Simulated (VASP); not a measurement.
A run of VASP 6.6.1 is set up as follows.

The input INCAR:

```
PREC = Accurate
ENCUT = 700
EDIFF = 1E-6
ISMEAR = -1
SIGMA = 0.05
LREAL = Auto
LASPH = T
NELM = 120
ALGO = Normal
ISIF = 2
LWAVE = F
LCHARG = T
GGA = PS
LELF = T
LVHAR = T
ISYM = -1
NBANDS = 262
GGA_COMPAT = F
```

Contents of KPOINTS:

```
explicit points
1
Reciprocal
  0.25000000   0.25000000   0.25000000 1
```

The input POSCAR:

```
NaF
1.0
    9.2600000000      0.0000000000      0.0000000000
    0.0000000000      9.2600000000      0.0000000000
    0.0000000000      0.0000000000      9.2600000000
F Na
32 32
Direct
    0.2500000000      0.0000000000      0.0000000000
    0.2500000000      0.0000000000      0.5000000000
    0.2500000000      0.5000000000      0.0000000000
    0.2500000000      0.5000000000      0.5000000000
    0.7500000000      0.0000000000      0.0000000000
    0.7500000000      0.0000000000      0.5000000000
    0.7500000000      0.5000000000      0.0000000000
    0.7500000000      0.5000000000      0.5000000000
    0.0000000000      0.2500000000      0.0000000000
    0.0000000000      0.2500000000      0.5000000000
    0.0000000000      0.7500000000      0.0000000000
    0.0000000000      0.7500000000      0.5000000000
    0.5000000000      0.2500000000      0.0000000000
    0.5000000000      0.2500000000      0.5000000000
    0.5000000000      0.7500000000      0.0000000000
    0.5000000000      0.7500000000      0.5000000000
    0.0000000000      0.0000000000      0.2500000000
    0.0000000000      0.0000000000      0.7500000000
    0.0000000000      0.5000000000      0.2500000000
    0.0000000000      0.5000000000      0.7500000000
    0.5000000000      0.0000000000      0.2500000000
    0.5000000000      0.0000000000      0.7500000000
    0.5000000000      0.5000000000      0.2500000000
    0.5000000000      0.5000000000      0.7500000000
    0.2500000000      0.2500000000      0.2500000000
    0.2500000000      0.2500000000      0.7500000000
    0.2500000000      0.7500000000      0.2500000000
    0.2500000000      0.7500000000      0.7500000000
    0.7500000000      0.2500000000      0.2500000000
    0.7500000000      0.2500000000      0.7500000000
    0.7500000000      0.7500000000      0.2500000000
    0.7500000000      0.7500000000      0.7500000000
    0.0000000000      0.0000000000      0.0000000000
    0.0000000000      0.0000000000      0.5000000000
    0.0000000000      0.5000000000      0.0000000000
    0.0000000000      0.5000000000      0.5000000000
    0.5000000000      0.0000000000      0.0000000000
    0.5000000000      0.0000000000      0.5000000000
    0.5000000000      0.5000000000      0.0000000000
    0.5000000000      0.5000000000      0.5000000000
    0.2500000000      0.2500000000      0.0000000000
    0.2500000000      0.2500000000      0.5000000000
    0.2500000000      0.7500000000      0.0000000000
    0.2500000000      0.7500000000      0.5000000000
    0.7500000000      0.2500000000      0.0000000000
    0.7500000000      0.2500000000      0.5000000000
    0.7500000000      0.7500000000      0.0000000000
    0.7500000000      0.7500000000      0.5000000000
    0.2500000000      0.0000000000      0.2500000000
    0.2500000000      0.0000000000      0.7500000000
    0.2500000000      0.5000000000      0.2500000000
    0.2500000000      0.5000000000      0.7500000000
    0.7500000000      0.0000000000      0.2500000000
    0.7500000000      0.0000000000      0.7500000000
    0.7500000000      0.5000000000      0.2500000000
    0.7500000000      0.5000000000      0.7500000000
    0.0000000000      0.2500000000      0.2500000000
    0.0000000000      0.2500000000      0.7500000000
    0.0000000000      0.7500000000      0.2500000000
    0.0000000000      0.7500000000      0.7500000000
    0.5000000000      0.2500000000      0.2500000000
    0.5000000000      0.2500000000      0.7500000000
    0.5000000000      0.7500000000      0.2500000000
    0.5000000000      0.7500000000      0.7500000000
```

Potentials or basis: VASP PAW PBE potentials, release 64 (F, Na_pv).

Launch:

```sh
$ cat potpaw_PBE.64/F/POTCAR potpaw_PBE.64/Na_pv/POTCAR > POTCAR
$ mpirun -np 1 vasp_std > vasp.out
```

Q: Estimate the band gap on the k mesh.

A: 6.77 eV.

Q: Estimate the pressure.

A: -0.2 GPa.

Caveat: the PAW data sets were made with another functional, which shifts forces and pressure a little; a shifted mesh leaves out Γ, where band edges can lie. A k mesh can miss the band edges.
